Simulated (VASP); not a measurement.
# CdTe (F-43m) in VASP: further runs

Runs on CdTe. Level: r2SCAN. Tasks: relaxation of cell and atoms.

Program: VASP 6.6.1. These are calculated values, not measurements. Logs are shortened: lines on timing, memory, paths and dates and some standing lists are left out, and cuts for length are marked.

## 1. The cell of the first run

The structure is cubic, space group F-43m (No. 216). Conventional cell: a = 6.556 Å, b = 6.556 Å, c = 6.556 Å, α = 90.00°, β = 90.00°, γ = 90.00°. Cd (site symmetry -43m) has 4 Te at 2.84 Å within 3.7 Å. Within 3.7 Å of Te (site symmetry -43m) lie 4 Cd at 2.84 Å.

## 2. Relaxation of cell and atoms, r2SCAN, target pressure 7 GPa, at which the enthalpy is minimised

POSCAR

```
CdTe
1.0
    0.0000000000      3.2778765323      3.2778765323
    3.2778765323      0.0000000000      3.2778765323
    3.2778765323      3.2778765323      0.0000000000
Cd Te
1 1
Direct
    0.0000000000      0.0000000000      0.0000000000
    0.7500000000      0.7500000000      0.7500000000
```

INCAR.step1

```
  PREC = Accurate
  ENCUT = 600
  ISMEAR = 0
  SIGMA = 0.01
  LREAL = F
  LASPH = T
  NELM = 100
  GGA = PE
  ALGO = Normal
  EDIFF = 1E-4
  LWAVE = T
  LCHARG = F
```

INCAR.step2

```
  PREC = Accurate
  ENCUT = 600
  EDIFF = 1E-6
  ISMEAR = 0
  SIGMA = 0.01
  LREAL = F
  LASPH = T
  NELM = 100
  ALGO = Normal
  ISIF = 3
  LWAVE = F
  LCHARG = F
  METAGGA = R2SCAN
  LMIXTAU = T
  IBRION = 2
  NSW = 100
  EDIFFG = -0.002
  PSTRESS = 70.0
  ISTART = 1
```

KPOINTS

```
regular mesh
0
Gamma
  8 8 8
```

Potentials or basis: VASP PAW PBE potentials, release 64 (Cd, Te).

Command:

```sh
$ cat potpaw_PBE.64/Cd/POTCAR potpaw_PBE.64/Te/POTCAR > POTCAR
$ cp INCAR.step1 INCAR
$ mpirun -np 1 vasp_std > vasp.out
$ cp INCAR.step2 INCAR
$ mpirun -np 1 vasp_std > vasp.out
```

OUTCAR:

```text
PREC = Accurate
   ENCUT = 600
   EDIFF = 1E-6
   ISMEAR = 0
   LREAL = F
   LASPH = T
   NELM = 100
   ISIF = 3
   METAGGA = R2SCAN
   IBRION = 2
   NSW = 100
   EDIFFG = -0.002
   PSTRESS = 70.0
   ISTART = 1

 ion  position               nearest neighbor table
   1  0.000  0.000  0.000-   2 2.84   2 2.84   2 2.84   2 2.84
   2  0.750  0.750  0.750-   1 2.84   1 2.84   1 2.84   1 2.84

  LATTYP: Found a face centered cubic cell.
 ALAT       =     6.5557530646

  Lattice vectors:

 A1 = (   0.0000000000,   3.2778765323,   3.2778765323)
 A2 = (   3.2778765323,   0.0000000000,   3.2778765323)
 A3 = (   3.2778765323,   3.2778765323,   0.0000000000)

Analysis of symmetry for initial positions (statically):
=====================================================================
 Subroutine PRICEL returns:
 Original cell was already a primitive cell.

 Routine SETGRP: Setting up the symmetry group for a
 face centered cubic supercell.

 Subroutine GETGRP returns: Found 24 space group operations
 (whereof 24 operations were pure point group operations)
 out of a pool of 48 trial point group operations.

The static configuration has the point symmetry T_d .

Analysis of symmetry for dynamics (positions and initial velocities):
=====================================================================
 Subroutine PRICEL returns:
 Original cell was already a primitive cell.

 Routine SETGRP: Setting up the symmetry group for a
 face centered cubic supercell.

 Subroutine GETGRP returns: Found 24 space group operations
 (whereof 24 operations were pure point group operations)
 out of a pool of 48 trial point group operations.

The dynamic configuration has the point symmetry T_d .

 Subroutine INISYM returns: Found 24 space group operations
 (whereof 24 operations are pure point group operations),
 and found     1 'primitive' translations

----------------------------------------------------------------------------------------

                                     Primitive cell

  volume of cell :      70.4381

  direct lattice vectors                    reciprocal lattice vectors
     0.000000000  3.277876532  3.277876532    -0.152537777  0.152537777  0.152537777
     3.277876532  0.000000000  3.277876532     0.152537777 -0.152537777  0.152537777
     3.277876532  3.277876532  0.000000000     0.152537777  0.152537777 -0.152537777

  length of vectors
     4.635617448  4.635617448  4.635617448     0.264203180  0.264203180  0.264203180

[... 92 lines left out ...]
   NUPDOWN=      -1.0000    fix difference up-down
   EMIN   =  10.00;   EMAX   =-10.00  energy-range for DOS
   EFERMI =   0.00;   METHOD = LEGACY
   ISMEAR =     0;   SIGMA  =   0.01  broadening in eV -4-tet -1-fermi 0-gaus
   EFERMI_NEDOS =   21; number of points for ismear=-14 and -15
   IALGO  =     38    algorithm
   IMIX   =      4    mixing-type and parameters
     AMIX     =   0.40;   BMIX     =  1.00
     AMIX_MAG =   1.60;   BMIX_MAG =  1.00
  volume/ion in A,a.u.               =      35.22       237.67
  Fermi-wavevector in a.u.,A,eV,Ry     =   1.038874  1.963188 14.684226  1.079260
  Thomas-Fermi vector in A             =   2.173379
   LORBIT       =      0    0 simple, 1 ext, 2 COOP (PROOUT), +10 PAW based schemes
   METAGGA = R2SCAN    functional components
   LHFCALC =     F    Hartree Fock is set to
   AEXX    =    0.0000 exact exchange contribution
   IVDW    =     0    specifies the selected vdW correction
   LEPSILON=     F    determine dielectric tensor
   LRPA    =     F    only Hartree local field effects (RPA)
 conjugate gradient relaxation of ions
 non-spin polarized calculation
 Gauss-broadening in eV      SIGMA  =   0.01
  energy-cutoff  :      600.00
  volume of cell :       70.44
 maximum number of plane-waves:      2397
 NGX is ok and might be reduce to    40
   NGX = 19   NGY = 19   NGZ = 19

--------------------------------------- Ionic step        1  -------------------------------------------

 number of electron      17.9999999 magnetization

 Free energy of the ion-electron system (eV)
  ---------------------------------------------------
  ext. energy  EPLUGINS =         0.00000000
  ---------------------------------------------------
  free energy    TOTEN  =       -46.64557561 eV

  energy without entropy =      -46.64557561  energy(sigma->0) =      -46.64557561

------------------------ aborting loop because EDIFF is reached ----------------------------------------

  FORCE on cell =-STRESS in cart. coord.  units (eV):
  Direction    XX          YY          ZZ          XY          YZ          ZX
  --------------------------------------------------------------------------------------
  -------------------------------------------------------------------------------------
  Total        0.0488935      0.0488935      0.0488935     -0.0000000     -0.0000000      0.0000000
  in kB        1.1121260      1.1121260      1.1121260     -0.0000000     -0.0000000      0.0000000
  external PRESSURE =     -68.8878740 kB  Pullay stress =      70.0000000 kB
[... 25 lines left out ...]
--------------------------------------- Ionic step        2  -------------------------------------------

 number of electron      18.0000002 magnetization

 E-fermi :   4.2255     XC(G=0): -10.0437

 val. band max:        4.1287279663   @ k =   0.0000   0.0000   0.0000
 cond. band min:       6.0511030359   @ k =   0.0000   0.0000   0.0000
 fundamental gap:      1.9223750696
 Fermi energy:         4.2255100216

 k-point     1 :       0.0000    0.0000    0.0000
  band No.  band energies     occupation
      1      -8.7845      2.00000
      2      -5.3409      2.00000
      3      -5.3409      2.00000
      4      -5.3409      2.00000
      5      -4.8696      2.00000
      6      -4.8696      2.00000
      7       4.1287      2.00000
      8       4.1287      2.00000
      9       4.1287      2.00000
     10       6.0511      0.00000
     11       8.9191      0.00000
     12       8.9191      0.00000
     13       8.9191      0.00000
[... 519 lines left out ...]
--------------------------------------- Ionic step        6  -------------------------------------------

 number of electron      18.0000000 magnetization

 Free energy of the ion-electron system (eV)
  ---------------------------------------------------
  ext. energy  EPLUGINS =         0.00000000
  ---------------------------------------------------
  free energy    TOTEN  =       -46.48114893 eV

  energy without entropy =      -46.48114893  energy(sigma->0) =      -46.48114893

 E-fermi :   3.0911     XC(G=0):  -9.5399

 val. band max:        2.9974063711   @ k =   0.0000   0.0000   0.0000
 cond. band min:       4.5764852157   @ k =   0.0000   0.0000   0.0000
 fundamental gap:      1.5790788446
 Fermi energy:         3.0911236028

 k-point     1 :       0.0000    0.0000    0.0000
  band No.  band energies     occupation
      1      -9.1297      2.00000
      2      -5.9323      2.00000
      3      -5.9323      2.00000
      4      -5.9323      2.00000
      5      -5.5665      2.00000
      6      -5.5665      2.00000
      7       2.9974      2.00000
      8       2.9974      2.00000
      9       2.9974      2.00000
     10       4.5765      0.00000
     11       7.9366      0.00000
     12       7.9366      0.00000
     13       7.9366      0.00000
[... 401 lines left out ...]
  energy  without entropy=      -46.4811489296  energy(sigma->0) =      -46.48114893

  enthalpy is  TOTEN    =       -43.7678893955 eV   P V=        2.7132595341

 reached required accuracy - stopping structural energy minimisation
```

Wall time 8.2 min (1 thread of AMD EPYC 9R45 (Zen 5), shared host); peak memory 0.25 GiB.

Results:

- Free energy: -46.4811 eV
- Relaxed volume: 31.05 Å³/atom
- Relaxed cell: a = 4.445 Å, b = 4.445 Å, c = 4.445 Å, α = 60.00°, β = 60.00°, γ = 60.00°
- Space group after relaxing (to 0.05 Å): F-43m (No. 216)
- Energy change on relaxing (the enthalpy is what falls): +82.2 meV/atom
- Ionic steps: 6
- Pressure after relaxing: 7.0 GPa
- Band gap on the k mesh: 1.58 eV, direct

The path:
| step | energy change (eV) | largest force (eV/Å) | pressure (GPa) | volume (Å³) |
| --- | --- | --- | --- | --- |
| 1 | 0.0000 | 0.0000 | 0.11 | 70.44 |
| 2 | 0.5795 | 0.0000 | 15.95 | 56.10 |
| 3 | 0.1599 | 0.0000 | 6.88 | 62.21 |
| 4 | 0.1668 | 0.0000 | 7.07 | 62.05 |
| 5 | 0.1619 | 0.0000 | 6.94 | 62.16 |
| 6 | 0.1644 | 0.0000 | 7.01 | 62.10 |

Final structure:
```xyz
2
Lattice="0.0000 3.1431 3.1431 3.1431 0.0000 3.1431 3.1431 3.1431 0.0000" Properties=species:S:1:pos:R:3 pbc="T T T"
Cd    0.0000    0.0000    0.0000
Te    4.7146    4.7146    4.7146
```

Caveat: the cell is relaxed towards a set pressure, so the enthalpy falls and the energy may rise; the PAW data sets were made with another functional, which shifts forces and pressure a little; spin-orbit coupling is left out, which moves the levels of the heavy elements.

(Continued in part 2 of 2.)
